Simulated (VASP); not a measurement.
Al, 4 atoms in the cell. Symmetry: P6_3/mmc, No. 194, hexagonal system. The conventional cell has a = 2.711 Å, b = 2.711 Å, c = 9.644 Å, α = 90.00°, β = 90.00°, γ = 120.00°. Within 3.6 Å of Al (site symmetry -3m) lie 12 Al at 2.71 to 2.87 Å. Within 3.6 Å of Al (site symmetry -6m2) lie 12 Al at 2.71 to 2.87 Å.  This cell differs from its parent crystal: volume 15.346 Å^3 an atom, c/a of the conventional cell 3.5574.

| Item | Value |
| --- | --- |
| Program | VASP 6.6.1 |
| Task | single point |
| Functional | PBE |
| Dispersion | D3(BJ) |
| Potentials or basis | VASP PAW PBE potentials, release 64 (Al) |
| Cutoff | 520 eV |
| k mesh | 18 × 18 × 6 |
| Occupations | gaussian, width 0.15 eV |
| Spin | no spin polarisation |
| Dipole correction | no |
| Further INCAR settings | ALGO = Fast; EDIFF = 1e-07; NBANDS = 14 |

Potentials or basis: VASP PAW PBE potentials, release 64 (Al).

Command:

```bash
$ cat potpaw_PBE.64/Al/POTCAR > POTCAR
$ mpirun -np 1 vasp_std > vasp.out
```

Hardware: 1 thread of Intel(R) Xeon(R) 6975P-C (Granite Rapids), on a shared host.

Estimate the wall time of this run.

Run time: 40 s on 1 thread of Intel(R) Xeon(R) 6975P-C (Granite Rapids), on a shared host, peak memory 0.23 GiB. Counts: scf iterations 13, k points 148.
